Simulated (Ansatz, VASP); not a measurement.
## Al3GaIr: VASP beside Ansatz

```
CELL_PARAMETERS angstrom
4.32867 0.00000 0.00000
-2.16434 3.74874 0.00000
0.00000 0.00000 10.29197
ATOMIC_POSITIONS crystal
Al 0.00000 0.00000 0.45223
Al 0.00000 0.00000 0.95223
Al 0.33333 0.66667 0.19322
Al 0.33333 0.66667 0.69322
Al 0.66667 0.33333 0.32955
Al 0.66667 0.33333 0.82955
Ga 0.66667 0.33333 0.08569
Ga 0.66667 0.33333 0.58569
Ir 0.33333 0.66667 0.43932
Ir 0.33333 0.66667 0.93932
```

Alike in both runs: task single point; functional PBE; k mesh 6 × 6 × 2; occupations gaussian, width 0.2 eV; no spin polarisation.

|  | VASP | Ansatz |
| --- | --- | --- |
| version | VASP 6.6.1 | Ansatz 0.2.0 |
| potentials or method | VASP PAW PBE potentials, release 64 (Al, Ga_d, Ir), cutoff 520 eV | scalar-relativistic, plane waves, PAW |
| valence electrons in the cell | 62 | 78 |

VASP gave:

| Quantity | Value |
| --- | --- |
| gap on the k mesh at the Fermi level (eV) | none |
| pressure (GPa) | 0.0 |
| traceless stress, the component that is largest in VASP (GPa) | -0.07 |
| rms of the force components (eV/Å) | 0.014 |

Task: Estimate Ansatz's values.

Result: gap on the k mesh at the Fermi level (eV): none; pressure (GPa): 0.0; traceless stress, the component that is largest in VASP (GPa): -0.08; rms of the force components (eV/Å): 0.017.

Atom by atom the forces differ by 0.003 eV/Å (rms over components). A gap of «none» marks a metal or a gap that the smearing closes. VASP's potentials hold 62 valence electrons a cell and Ansatz's 78, so a difference there can come from the potentials and not from the codes.

Spin-orbit coupling is off throughout.
